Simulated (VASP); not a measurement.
# Hf (Fm-3m) in VASP: a series of runs, part 2 of 2

VASP 6.6.1. The steps go on from the part before.

## 4. Single point, HSE06, non-collinear spin, zero start, spin-orbit coupling

This run uses another cell than the first one, of 21.88 Å³/atom, 0.859 times its volume.

Contents of POSCAR:

```
Hf
1.0
    0.0000000000      2.2200000000      2.2200000000
    2.2200000000      0.0000000000      2.2200000000
    2.2200000000      2.2200000000      0.0000000000
Hf
1
Direct
    0.0000000000      0.0000000000      0.0000000000
```

Contents of INCAR.step1:

```
  PREC = Accurate
  ENCUT = 520
  EDIFF = 1E-5
  ISMEAR = -1
  SIGMA = 0.05
  LREAL = False
  LASPH = True
  NELM = 150
  ALGO = Normal
  ISIF = 2
  LWAVE = True
  LCHARG = False
  LNONCOLLINEAR = True
  MAGMOM = 0 0 0
  LORBIT = 11
  LSORBIT = True
  GGA_COMPAT = False
  LORBMOM = True
  LMAXMIX = 4
  GGA = PE
  NBANDS = 21
```

Contents of INCAR.step2:

```
  PREC = Accurate
  ENCUT = 520
  EDIFF = 1E-7
  ISMEAR = -1
  SIGMA = 0.05
  LREAL = False
  LASPH = True
  NELM = 150
  ALGO = Normal
  ISIF = 2
  LWAVE = False
  LCHARG = False
  LNONCOLLINEAR = True
  MAGMOM = 0 0 0
  LORBIT = 11
  LSORBIT = True
  GGA_COMPAT = False
  LORBMOM = True
  LMAXMIX = 4
  GGA = PE
  LHFCALC = True
  HFSCREEN = 0.2079
  PRECFOCK = Normal
  ISTART = 1
  NBANDS = 21
```

Contents of KPOINTS:

```
Automatic mesh
0
Gamma
  4 4 4
```

Potentials or basis: VASP PAW PBE potentials, release 64 (Hf_pv).

The run is started by

```sh
cat potpaw_PBE.64/Hf_pv/POTCAR > POTCAR
cp INCAR.step1 INCAR
mpirun -np 1 vasp_ncl > vasp.out
cp INCAR.step2 INCAR
mpirun -np 1 vasp_ncl > vasp.out
```

OUTCAR:

```text
PREC = Accurate
   ENCUT = 520
   EDIFF = 1E-7
   ISMEAR = -1
   LREAL = False
   LASPH = True
   NELM = 150
   ISIF = 2
   LNONCOLLINEAR = True
   LORBIT = 11
   LSORBIT = True
   GGA = PE
   LHFCALC = True
   HFSCREEN = 0.2079
   PRECFOCK = Normal
   ISTART = 1

 ion  position               nearest neighbor table
   1  0.000  0.000  0.000-

  LATTYP: Found a face centered cubic cell.
 ALAT       =     4.4400000000

  Lattice vectors:

 A1 = (   0.0000000000,   2.2200000000,   2.2200000000)
 A2 = (   2.2200000000,   0.0000000000,   2.2200000000)
 A3 = (   2.2200000000,   2.2200000000,   0.0000000000)

Analysis of symmetry for initial positions (statically):
[... 426 lines left out ...]
  1        -0.001  -0.008  -0.009
 ----------------------------------------
           -0.001  -0.008  -0.009

 Spin-Orbit-Coupling matrix elements

 Ion:    1  E_soc:     -1.3347235
 l=   1
     0.0000000    -0.2147128    -0.2147131
    -0.2147128     0.0000000    -0.2147165
    -0.2147131    -0.2147165     0.0000000
 l=   2
     0.0000000    -0.0019380     0.0000000    -0.0019399    -0.0058034
    -0.0019380     0.0000000    -0.0043499    -0.0019417    -0.0014479
     0.0000000    -0.0043499     0.0000000    -0.0043509     0.0000000
    -0.0019399    -0.0019417    -0.0043509     0.0000000    -0.0014476
    -0.0058034    -0.0014479     0.0000000    -0.0014476     0.0000000
 l=   3
     0.0000000     0.0000000     0.0000000     0.0000000     0.0000000     0.0000000     0.0000000
     0.0000000     0.0000000     0.0000000     0.0000000     0.0000000     0.0000000     0.0000000
     0.0000000     0.0000000     0.0000000     0.0000000     0.0000000     0.0000000     0.0000000
     0.0000000     0.0000000     0.0000000     0.0000000     0.0000000     0.0000000     0.0000000
     0.0000000     0.0000000     0.0000000     0.0000000     0.0000000     0.0000000     0.0000000
     0.0000000     0.0000000     0.0000000     0.0000000     0.0000000     0.0000000     0.0000000
     0.0000000     0.0000000     0.0000000     0.0000000     0.0000000     0.0000000     0.0000000

 total charge

# of ion       s       p       d       tot
------------------------------------------
    1        0.399   6.477   1.569   8.445

 magnetization (x)

# of ion       s       p       d       tot
------------------------------------------
    1        0.000   0.000  -0.000  -0.000

 magnetization (y)

# of ion       s       p       d       tot
------------------------------------------
    1       -0.000   0.000  -0.000  -0.000

 magnetization (z)

# of ion       s       p       d       tot
------------------------------------------
    1        0.000   0.000  -0.000  -0.000
```

OUTCAR.step1:

```text
PREC = Accurate
   ENCUT = 520
   EDIFF = 1E-5
   ISMEAR = -1
   LREAL = False
   LASPH = True
   NELM = 150
   ISIF = 2
   LNONCOLLINEAR = True
   LORBIT = 11
   LSORBIT = True
   GGA = PE

[... 459 lines left out ...]
 total charge

# of ion       s       p       d       tot
------------------------------------------
    1        0.386   6.442   1.612   8.440

 magnetization (x)

# of ion       s       p       d       tot
------------------------------------------
    1       -0.000   0.000   0.000  -0.000

 magnetization (y)

# of ion       s       p       d       tot
------------------------------------------
    1        0.000   0.000   0.000   0.000

 magnetization (z)

# of ion       s       p       d       tot
------------------------------------------
    1       -0.000   0.000  -0.000  -0.000
```

OSZICAR.step1:

```text
N       E                     dE             d eps       ncg     rms          rms(c)
DAV:   1     0.248006072326E+02    0.24801E+02   -0.53336E+03   344   0.897E+02
DAV:   2    -0.966655650973E+01   -0.34467E+02   -0.32910E+02   418   0.216E+02
DAV:   3    -0.107738667556E+02   -0.11073E+01   -0.10975E+01   420   0.248E+01
DAV:   4    -0.107811177991E+02   -0.72510E-02   -0.72498E-02   430   0.233E+00
DAV:   5    -0.107811640276E+02   -0.46229E-04   -0.46226E-04   410   0.173E-01    0.520E+01
DAV:   6    -0.105501172399E+02    0.23105E+00   -0.18589E-01   396   0.351E+00    0.312E+01
DAV:   7    -0.104728606787E+02    0.77257E-01   -0.14800E-01   381   0.301E+00    0.158E+01
DAV:   8    -0.104719296049E+02    0.93107E-03   -0.29079E-02   401   0.127E+00    0.976E-01
DAV:   9    -0.104692785492E+02    0.26511E-02   -0.91269E-03   391   0.736E-01    0.756E-02
DAV:  10    -0.104692853907E+02   -0.68416E-05   -0.18269E-04   412   0.126E-01    0.479E-02
DAV:  11    -0.104692850748E+02    0.31588E-06   -0.67884E-06   337   0.240E-02
   1 F= -.10469285E+02 E0= -.10461561E+02  d E =-.154481E-01  mag=    -0.0000     0.0000     0.0000
```

Run time: 9.3 min. Hardware: 1 thread of Intel Xeon 6975P-C (Granite Rapids), shared host; peak memory 0.3 GiB.

What came out:

- Free energy: -11.7430 eV
- Pressure: 1.5 GPa
- Net moment: 0.15 μB per cell
- Valence electrons inside the program's atomic spheres: Hf 8.45

Moments on the atoms (μB; x, y, z):
```
Hf  0.00 0.00 0.00
```

Caveat: the k points lie up to 0.61 Å⁻¹ apart; the PAW data sets were made with another functional, which shifts forces and pressure a little.

## 5. Relaxation of cell and atoms, revPBE+D4

This run uses another cell than the first one, of 21.88 Å³/atom, 0.859 times its volume.

Contents of INCAR:

```
SYSTEM = Hf
PREC = Accurate ; ENCUT = 600
EDIFF = 1E-6 ; ISMEAR = -1
SIGMA = 0.05 ; LREAL = .False.
LASPH = .True. ; NELM = 60
ALGO = Normal ; ISIF = 3
LWAVE = .False. ; LCHARG = .False.
GGA = RE ; IVDW = 13
IBRION = 2 ; NSW = 60
EDIFFG = -0.01
```

Contents of KPOINTS:

```
regular mesh
0
Gamma
  10 10 10
  0 0 0
```

POSCAR is that of step 4.

The run is started by

```sh
cat potpaw_PBE.64/Hf_pv/POTCAR > POTCAR
mpirun -np 1 vasp_std > vasp.out
```

Run time: 26 s. Hardware: 1 thread of AMD EPYC 7R43 (Zen 3), shared host; peak memory 0.14 GiB.

Results (log left out):

| Item | Value |
| --- | --- |
| Free energy | -9.7845 eV |
| Relaxed volume | 22.45 Å³/atom |
| Relaxed cell | a = 3.167 Å, b = 3.167 Å, c = 3.167 Å, α = 60.00°, β = 60.00°, γ = 60.00° |
| Space group after relaxing (to 0.05 Å) | Fm-3m (No. 225) |
| Energy gained by relaxing | 4.7 meV/atom |
| Ionic steps | 3 |
| Pressure after relaxing | 0.0 GPa |
| Band gap on the k mesh | zero (band 5 reaches 6.21 eV, above the bottom of band 6 at 4.40 eV) |
| Dispersion energy per atom | -0.266 eV |

Step by step:
| step | energy change (eV) | largest force (eV/Å) | pressure (GPa) | volume (Å³) |
| --- | --- | --- | --- | --- |
| 1 | 0.0000 | 0.0000 | 2.73 | 21.88 |
| 2 | 0.0007 | 0.0000 | -2.70 | 23.09 |
| 3 | -0.0047 | 0.0000 | 0.00 | 22.45 |

Final structure:
```cif
data_structure
_symmetry_space_group_name_H-M 'P 1'
_symmetry_Int_Tables_number 1
_cell_length_a 3.1666
_cell_length_b 3.1666
_cell_length_c 3.1666
_cell_angle_alpha 60.000
_cell_angle_beta 60.000
_cell_angle_gamma 60.000
_cell_volume 22.45
loop_
_atom_site_label
_atom_site_type_symbol
_atom_site_fract_x
_atom_site_fract_y
_atom_site_fract_z
_atom_site_occupancy
Hf1 Hf 0.00000 0.00000 0.00000 1
```

Levels at points of the mesh, in eV from the Fermi level:
| k point | band 3 | band 4 | band 5 | band 6 | band 7 | band 8 |
| --- | --- | --- | --- | --- | --- | --- |
| (0.00, 0.00, 0.00) | -30.05 | -7.20 | 1.42 | 1.42 | 1.42 | 4.21 |
| (0.50, 0.00, 0.00) | -30.16 | -3.62 | 0.53 | 1.20 | 1.20 | 6.30 |
| (0.50, 0.50, 0.00) | -30.34 | -3.23 | -2.11 | 2.48 | 6.32 | 6.92 |

Caveat: the PAW data sets were made with another functional, which shifts forces and pressure a little; spin-orbit coupling is left out, which moves the levels of the heavy elements; pairwise dispersion overbinds metals, which lowers pressure and volume. Zero-point motion and thermal expansion aren't in these numbers.

## 6. The runs side by side

```tsv
task	level	spin	cell	k mesh	cutoff (eV)	grid for exact exchange (PRECFOCK)	screening parameter	gap on the mesh (eV)	pressure (GPa)	moment (μB)
single point	HF	off	a = 3.302 Å, angles 60.0°, 1 atom	5 × 5 × 5	520	Normal	-	none	-5.1	-
single point	PBE0	non-collinear, zero start, SOC	a = 3.140 Å, angles 60.0°, 1 atom	4 × 4 × 4	520	Normal	-	-	1.2	0.15
single point	HSE06	non-collinear, zero start, SOC	a = 3.140 Å, angles 60.0°, 1 atom	4 × 4 × 4	520	Normal	0.2079 1/Å	-	1.5	0.15
relaxation of cell and atoms	revPBE+D4	off	relaxed from a = 3.140 Å, angles 60.0°, 1 atom	10 × 10 × 10	600	-	-	none	0.0	-
```

Alike in all rows: potentials or basis VASP PAW PBE potentials, release 64 (Hf_pv); smearing fermi-dirac 0.05 eV.

Caveats: some runs use coarse meshes; the PAW data sets were made with another functional, which shifts forces and pressure a little; spin-orbit coupling is left out, which moves the levels of the heavy elements (some runs); pairwise dispersion overbinds metals, which lowers pressure and volume (some runs).

Total energies depend on the potentials used, so only differences within one code and one set of settings carry meaning.
